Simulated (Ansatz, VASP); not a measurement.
# MoS2 in VASP and in Ansatz

File INCAR:

```
SYSTEM = MoS2
PREC = Accurate
ENCUT = 520
EDIFF = 1E-7
ISMEAR = -1
SIGMA = 0.05
LREAL = .False.
LASPH = .True.
NELM = 100
ALGO = Normal
ISIF = 2
LWAVE = .False.
LCHARG = .False.
GGA = PS
NBANDS = 64
```

The input KPOINTS:

```
Automatic mesh
0
Gamma
  10 10 1
  0 0 0
```

The input POSCAR:

```
MoS2
1.0
    3.2256147924      0.0000000000      0.0000000000
   -1.6128073961      2.7934643530      0.0000000000
    0.0000000000      0.0000000000     34.9329647026
Mo S
4 8
Direct
    0.3333333333      0.6666666667      0.0935556300
    0.3333333333      0.6666666667      0.7209030300
    0.6666666667      0.3333333333      0.2790969700
    0.6666666667      0.3333333333      0.9064443700
    0.6666666667      0.3333333333      0.0485463000
    0.6666666667      0.3333333333      0.6759117500
    0.3333333333      0.6666666667      0.2340896600
    0.3333333333      0.6666666667      0.8614313100
    0.6666666667      0.3333333333      0.1385686900
    0.6666666667      0.3333333333      0.7659103400
    0.3333333333      0.6666666667      0.3240882500
    0.3333333333      0.6666666667      0.9514537000
```

Contents of input.yaml:

```yaml
crystal:
  lattice:
    - [3.2256147924, 0.0, 0.0]
    - [-1.6128073961, 2.793464353, 0.0]
    - [0.0, 0.0, 34.9329647026]
  atoms:
    - { symbol: Mo, position: [0.3333333333, 0.6666666667, 0.09355563] }
    - { symbol: Mo, position: [0.3333333333, 0.6666666667, 0.72090303] }
    - { symbol: Mo, position: [0.6666666667, 0.3333333333, 0.27909697] }
    - { symbol: Mo, position: [0.6666666667, 0.3333333333, 0.90644437] }
    - { symbol: S, position: [0.6666666667, 0.3333333333, 0.0485463] }
    - { symbol: S, position: [0.6666666667, 0.3333333333, 0.67591175] }
    - { symbol: S, position: [0.3333333333, 0.6666666667, 0.23408966] }
    - { symbol: S, position: [0.3333333333, 0.6666666667, 0.86143131] }
    - { symbol: S, position: [0.6666666667, 0.3333333333, 0.13856869] }
    - { symbol: S, position: [0.6666666667, 0.3333333333, 0.76591034] }
    - { symbol: S, position: [0.3333333333, 0.6666666667, 0.32408825] }
    - { symbol: S, position: [0.3333333333, 0.6666666667, 0.9514537] }
hamiltonian:
  xc: pbesol
  pseudopotentials: { kind: paw }
kpoints:
  mp_grid: { grid: [10, 10, 1] }
scf:
  occupations: { method: fermi_dirac, width: 0.05 }
output:
  forces: true
  stress: true
  eigenvalues: true
  write_density: true
  write_potential: true
  elf: true
  volumetric_format: npy
```

Alike in both runs: task single point; functional PBEsol; k mesh 10 × 10 × 1; occupations fermi-dirac, width 0.05 eV; no spin polarisation.

|  | VASP | Ansatz |
| --- | --- | --- |
| version | VASP 6.6.1 | Ansatz 0.2.0 |
| potentials or method | VASP PAW PBE potentials, release 64 (Mo_sv, S) | Ansatz PAW |
| plane-wave cutoff (eV) | 520 | 420 |
| valence electrons in the cell | 104 | 104 |

Ansatz gave:

| Quantity | Value |
| --- | --- |
| gap on the k mesh at the Fermi level (eV) | 1.19 |
| least direct gap on the mesh (eV) | 1.77 |
| rms of the force components (eV/Å) | 0.346 |

Q: What did VASP give for the same quantities?

A: gap on the k mesh at the Fermi level (eV): 1.20; least direct gap on the mesh (eV): 1.78; rms of the force components (eV/Å): 0.345.

VASP's potentials were made for PBE, not for PBEsol. Atom by atom the forces differ by 0.002 eV/Å (rms over components). With one functional, cell and mesh, what is left measures potentials, basis and numerics.
